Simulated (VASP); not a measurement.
# Ta (Im-3m) in VASP: density of states with LDA

Aim: the density of states of Ta with LDA.

Program: VASP 6.6.1. These are calculated values, not measurements. Logs are shortened: lines on timing, memory, paths and dates and some standing lists are left out, and cuts for length are marked.

**1. The cell of the first run**

It takes space group Im-3m (No. 229, cubic). The conventional cell has a = 3.253 Å, b = 3.253 Å, c = 3.253 Å, α = 90.00°, β = 90.00°, γ = 90.00°. Ta (site symmetry m-3m) has 14 Ta at 2.82 to 3.25 Å within 3.7 Å.

**2. Density of states, LDA**

Contents of POSCAR:

```
Ta
1.0
   -1.6266100780      1.6266100780      1.6266100780
    1.6266100780     -1.6266100780      1.6266100780
    1.6266100780      1.6266100780     -1.6266100780
Ta
1
Direct
    0.0000000000      0.0000000000      0.0000000000
```

Contents of INCAR.step1:

```
PREC = Accurate
ENCUT = 520
EDIFF = 1E-6
ISMEAR = -1
SIGMA = 0.08
LREAL = False
LASPH = True
NELM = 100
ALGO = Normal
ISIF = 2
LWAVE = False
LCHARG = True
LMAXMIX = 4
GGA = CA
NBANDS = 12
```

Contents of KPOINTS.step1:

```
regular mesh
0
Gamma
  18 18 18
```

Contents of INCAR.step2:

```
PREC = Accurate
ENCUT = 520
EDIFF = 1E-6
ISMEAR = -5
SIGMA = 0.08
LREAL = False
LASPH = True
NELM = 100
ALGO = Normal
ISIF = 2
LWAVE = False
LCHARG = False
LMAXMIX = 4
GGA = CA
LORBIT = 11
NBANDS = 12
NEDOS = 2001
ICHARG = 11
```

Contents of KPOINTS.step2:

```
regular mesh
0
Gamma
  27 27 27
```

Potentials or basis: VASP PAW LDA potentials, release 64 (Ta_pv).

Launch:

```
$ cat potpaw_LDA.64/Ta_pv/POTCAR > POTCAR
$ cp INCAR.step1 INCAR
$ cp KPOINTS.step1 KPOINTS
$ mpirun -np 1 vasp_std > vasp.out
$ cp INCAR.step2 INCAR
$ cp KPOINTS.step2 KPOINTS
$ mpirun -np 1 vasp_std > vasp.out
```

OUTCAR:

```text
PREC = Accurate
   ENCUT = 520
   EDIFF = 1E-6
   ISMEAR = -5
   LREAL = False
   LASPH = True
   NELM = 100
   ISIF = 2
   GGA = CA
   LORBIT = 11
   ICHARG = 11

 ion  position               nearest neighbor table
   1  0.000  0.000  0.000-

  LATTYP: Found a body centered cubic cell.
 ALAT       =     3.2532201560

  Lattice vectors:

 A1 = (  -1.6266100780,   1.6266100780,   1.6266100780)
 A2 = (   1.6266100780,  -1.6266100780,   1.6266100780)
 A3 = (   1.6266100780,   1.6266100780,  -1.6266100780)

Analysis of symmetry for initial positions (statically):
=====================================================================
 Subroutine PRICEL returns:
 Original cell was already a primitive cell.

 Routine SETGRP: Setting up the symmetry group for a
 body centered cubic supercell.

 Subroutine GETGRP returns: Found 48 space group operations
 (whereof 48 operations were pure point group operations)
 out of a pool of 48 trial point group operations.

The static configuration has the point symmetry O_h .

Analysis of symmetry for dynamics (positions and initial velocities):
=====================================================================
 Subroutine PRICEL returns:
 Original cell was already a primitive cell.

 Routine SETGRP: Setting up the symmetry group for a
 body centered cubic supercell.

 Subroutine GETGRP returns: Found 48 space group operations
 (whereof 48 operations were pure point group operations)
 out of a pool of 48 trial point group operations.

The dynamic configuration has the point symmetry O_h .

 Subroutine INISYM returns: Found 48 space group operations
 (whereof 48 operations are pure point group operations),
 and found     1 'primitive' translations

----------------------------------------------------------------------------------------

                                     Primitive cell

  volume of cell :      17.2151

  direct lattice vectors                    reciprocal lattice vectors
    -1.626610078  1.626610078  1.626610078     0.000000000  0.307387743  0.307387743
     1.626610078 -1.626610078  1.626610078     0.307387743  0.000000000  0.307387743
     1.626610078  1.626610078 -1.626610078     0.307387743  0.307387743  0.000000000

  length of vectors
     2.817371299  2.817371299  2.817371299     0.434711915  0.434711915  0.434711915

  position of ions in fractional coordinates (direct lattice)
     0.000000000  0.000000000  0.000000000

  ion indices of the primitive-cell ions
   primitive index   ion index
                 1           1

----------------------------------------------------------------------------------------

 KPOINTS: regular mesh

Automatic generation of k-mesh.
 Grid dimensions read from file:
 generate k-points for:   27   27   27

 Generating k-lattice:

  Cartesian coordinates                     Fractional coordinates (reciprocal lattice)
     0.000000000  0.011384731  0.011384731     0.037037037  0.000000000  0.000000000
     0.011384731  0.000000000  0.011384731     0.000000000  0.037037037  0.000000000
     0.011384731  0.011384731  0.000000000     0.000000000  0.000000000  0.037037037

  Length of vectors
     0.016100441  0.016100441  0.016100441

  Shift w.r.t. Gamma in fractional coordinates (k-lattice)
     0.000000000  0.000000000  0.000000000

 TETIRR: Found  23679 inequivalent tetrahedra from   118098

 Subroutine IBZKPT returns following result:
 ===========================================

 Found    560 irreducible k-points:

 Following reciprocal coordinates:
            Coordinates               Weight
  0.000000  0.000000  0.000000      1.000000
  0.037037  0.000000  0.000000     12.000000
  0.074074  0.000000  0.000000     12.000000
  0.111111  0.000000  0.000000     12.000000
  0.148148  0.000000  0.000000     12.000000
  0.185185  0.000000  0.000000     12.000000
[... 16 lines left out ...]
  0.333333  0.037037  0.000000     48.000000
  0.370370  0.037037  0.000000     48.000000
 [... further k-points ...]
   k-points           NKPTS =    560   k-points in BZ     NKDIM =    560   number of bands    NBANDS=     12
   number of dos      NEDOS =   2001   number of ions     NIONS =      1
   total plane-waves  NPLWV =  13824
   dimension x,y,z NGX =    24 NGY =   24 NGZ =   24
   dimension x,y,z NGXF=    48 NGYF=   48 NGZF=   48
   ions per type =               1
   NGX,Y,Z   is equivalent  to a cutoff of  14.16, 14.16, 14.16 a.u.
   NGXF,Y,Z  is equivalent  to a cutoff of  28.32, 28.32, 28.32 a.u.
 SYSTEM =  unknown system
   PREC   = accura    normal or accurate (medium, high low for compatibility)
   ISTART =      0    job   : 0-new  1-cont  2-samecut
   ICHARG =     11    charge: 1-file 2-atom 10-const
   ISPIN  =      1    spin polarized calculation?
   LNONCOLLINEAR =      F non collinear calculations
   LSORBIT =      F    spin-orbit coupling
   LASPH  =      T    aspherical Exc in radial PAW
   ENCUT  =  520.0 eV  38.22 Ry    6.18 a.u.   5.24  5.24  5.24*2*pi/ulx,y,z
   NELM   =    100;   NELMIN=  2; NELMDL=  0     # of ELM steps
   EDIFF  = 0.1E-05   stopping-criterion for ELM
   LREAL  =      F    real-space projection
   EDIFFG = 0.1E-04   stopping-criterion for IOM
   NSW    =      0    number of steps for IOM
   IBRION =     -1    ionic relax: 0-MD 1-quasi-New 2-CG
   NFREE  =      0    steps in history (QN), initial steepest desc. (CG)
   ISIF   =      2    stress and relaxation
   ISYM   =      2    0-nonsym 1-usesym 2-fastsym
   POTIM  = 0.5000    time-step for ionic-motion
   TEBEG  =    0.0;   TEEND  =   0.0 temperature during run
   PSTRESS=    0.0 pullay stress
   NELECT =      11.0000    total number of electrons
   NUPDOWN=      -1.0000    fix difference up-down
   EMIN   =  10.00;   EMAX   =-10.00  energy-range for DOS
   EFERMI =   0.00;   METHOD = LEGACY
   ISMEAR =    -5;   SIGMA  =   0.08  broadening in eV -4-tet -1-fermi 0-gaus
   EFERMI_NEDOS =   21; number of points for ismear=-14 and -15
   IALGO  =     38    algorithm
   IMIX   =      4    mixing-type and parameters
     AMIX     =   0.40;   BMIX     =  1.00
     AMIX_MAG =   1.60;   BMIX_MAG =  1.00
  volume/ion in A,a.u.               =      17.22       116.17
  Fermi-wavevector in a.u.,A,eV,Ry     =   1.410054  2.664615 27.051797  1.988251
  Thomas-Fermi vector in A             =   2.532047
   LORBIT       =     11    0 simple, 1 ext, 2 COOP (PROOUT), +10 PAW based schemes
   GGA     = CA    functional components
   LHFCALC =     F    Hartree Fock is set to
   AEXX    =    0.0000 exact exchange contribution
   IVDW    =     0    specifies the selected vdW correction
   LEPSILON=     F    determine dielectric tensor
   LRPA    =     F    only Hartree local field effects (RPA)
 non-spin polarized calculation
 Fermi weights with tetrahedron method with Bloechl corrections
  energy-cutoff  :      520.00
  volume of cell :       17.22
 maximum number of plane-waves:       476
 NGX is ok and might be reduce to    24

 number of electron      11.0000000 magnetization

 Free energy of the ion-electron system (eV)
  ---------------------------------------------------
  ext. energy  EPLUGINS =         0.00000000
  ---------------------------------------------------
  free energy    TOTEN  =       -12.82768911 eV

  energy without entropy =      -12.82768911  energy(sigma->0) =      -12.82768911

 E-fermi :   5.7664     XC(G=0): -13.0268

 val. band max:        5.8022875448   @ k =  -0.2222   0.2222   0.1111
 cond. band min:       5.7820085929   @ k =  -0.4074   0.4074   0.1852
 fundamental gap:     -0.0202789519
 Fermi energy:         5.7663599954

 k-point     1 :       0.0000    0.0000    0.0000
  band No.  band energies     occupation
      1     -26.9379      2.00000
      2     -26.9379      2.00000
      3     -26.9379      2.00000
      4      -2.2300      2.00000
      5       6.4493      0.00000
      6       6.4493      0.00000
      7       6.4493      0.00000
      8       9.8712      0.00000
      9       9.8712      0.00000
     10      19.6262      0.00000
     11      21.0663      0.00000
     12      21.0663      0.00000

 k-point     2 :       0.0370    0.0000    0.0000
  band No.  band energies     occupation
      1     -26.9585      2.00000
      2     -26.9441      2.00000
      3     -26.9380      2.00000
      4      -2.1641      2.00000
      5       6.4062      0.00000
      6       6.4388      0.00000
      7       6.5134      0.00000
      8       9.7966      0.00000
      9       9.8710      0.00000
     10      19.6263      0.00000
     11      21.1275      0.00000
     12      21.1802      0.00000

 k-point     3 :       0.0741    0.0000    0.0000
  band No.  band energies     occupation
      1     -27.0190      2.00000
      2     -26.9625      2.00000
      3     -26.9384      2.00000
      4      -1.9696      2.00000
      5       6.2819      0.00000
      6       6.4002      0.00000
      7       6.7050      0.00000
      8       9.6058      0.00000
      9       9.8719      0.00000
     10      19.6262      0.00000
     11      21.3000      0.00000
     12      21.5164      0.00000

 k-point     4 :       0.1111    0.0000    0.0000
  band No.  band energies     occupation
      1     -27.1150      2.00000
      2     -26.9918      2.00000
      3     -26.9391      2.00000
      4      -1.6567      2.00000
      5       6.0901     -0.00423
      6       6.3155      0.00000
      7       7.0213      0.00000
      8       9.3792      0.00000
      9       9.8788      0.00000
     10      19.6260      0.00000
     11      21.5460      0.00000
     12      22.0603      0.00000

 k-point     5 :       0.1481    0.0000    0.0000
  band No.  band energies     occupation
      1     -27.2400      2.00000
      2     -27.0304      2.00000
      3     -26.9399      2.00000
      4      -1.2431      2.00000
      5       5.8495      0.21645
      6       6.1686      0.00000
      7       7.4580      0.00000
      8       9.2043      0.00000
      9       9.8985      0.00000
     10      19.6258      0.00000
     11      21.7880      0.00000
     12      22.7912      0.00000
[... 228 lines left out ...]
      1     -27.7864      2.00000
      2     -27.2042      2.00000
      3     -26.9517      2.00000
      4       0.5469      2.00000
      5       4.8990      2.00000
      6       5.5706      2.00344
      7       9.3025      0.00000
      8       9.8959      0.00000
      9      10.2247      0.00000
     10      19.6223      0.00000
     11      20.9527      0.00000
     12      22.6062      0.00000

 k-point    22 :       0.2963    0.0370    0.0000
  band No.  band energies     occupation
      1     -27.9331      2.00000
      2     -27.2543      2.00000
      3     -26.9530      2.00000
      4       0.9136      2.00000
      5       4.6605      2.00000
      6       5.6837      1.79072
      7       9.4946      0.00000
      8      10.3496      0.00000
      9      10.7449      0.00000
     10      19.6180      0.00000
     11      20.2421      0.00000
     12      21.5897      0.00000

 k-point    23 :       0.3333    0.0370    0.0000
  band No.  band energies     occupation
      1     -28.0632      2.00000
      2     -27.2992      2.00000
      3     -26.9542      2.00000
      4       1.1374      2.00000
      5       4.4553      2.00000
      6       6.0029     -0.10556
      7       9.6764      0.00000
      8      10.4859      0.00000
      9      11.6284      0.00000
     10      19.5312      0.00000
     11      19.6248      0.00000
     12      20.5719      0.00000

 k-point    24 :       0.3704    0.0370    0.0000
  band No.  band energies     occupation
      1     -28.1708      2.00000
      2     -27.3366      2.00000
      3     -26.9553      2.00000
      4       1.2366      2.00000
      5       4.2899      2.00000
      6       6.4813     -0.00352
      7       9.8026      0.00000
      8      10.6278      0.00000
      9      12.4964      0.00000
     10      18.9416      0.00000
     11      19.4862      0.00000
     12      19.7637      0.00000

 [... further k-points ...]
[... 5 lines left out ...]
  --------------------------------------------------------------------------------------
  -------------------------------------------------------------------------------------
  Total        0.0764571      0.0764571      0.0764571     -0.0000000     -0.0000000      0.0000000
  in kB        7.1157056      7.1157056      7.1157056     -0.0000000     -0.0000000      0.0000000
  external PRESSURE =       7.1157056 kB  Pullay stress =       0.0000000 kB

 VOLUME and BASIS-vectors are now :
 -----------------------------------------------------------------------------
  energy-cutoff  :      520.00
  volume of cell :       17.22
      direct lattice vectors                 reciprocal lattice vectors
    -1.626610078  1.626610078  1.626610078     0.000000000  0.307387743  0.307387743
     1.626610078 -1.626610078  1.626610078     0.307387743  0.000000000  0.307387743
     1.626610078  1.626610078 -1.626610078     0.307387743  0.307387743  0.000000000

 POSITION                                       TOTAL-FORCE (eV/Angst)
 -----------------------------------------------------------------------------------
      0.00000      0.00000      0.00000        -0.000000      0.000000     -0.000000
 -----------------------------------------------------------------------------------
    total drift:                               -0.000000      0.000000     -0.000000

  FREE ENERGIE OF THE ION-ELECTRON SYSTEM (eV)
  ---------------------------------------------------
  free  energy   TOTEN  =       -12.8276891066 eV

  energy  without entropy=      -12.8276891066  energy(sigma->0) =      -12.82768911

 total charge

# of ion       s       p       d       tot
------------------------------------------
    1        0.382   6.173   2.490   9.044
```

It took 66 s on 1 thread of Intel Xeon Platinum 8259CL at 2.50GHz (Skylake/Cascade Lake), shared host; peak memory 0.26 GiB.

What came out:

| Item | Value |
| --- | --- |
| Valence electrons inside the program's atomic spheres | Ta 9.04 |

Levels at points of the mesh, in eV from the Fermi level:
```
           k point  band 2  band 3  band 4  band 5  band 6  band 7  band 8  band 9  band 10  band 11
(0.00, 0.00, 0.00)  -32.70  -32.70   -8.00    0.68    0.68    0.68    4.10    4.10    13.86    15.30
```

Caveat: spin-orbit coupling is left out, which moves the levels of the heavy elements; tetrahedron occupations give inexact forces and stress in metals.
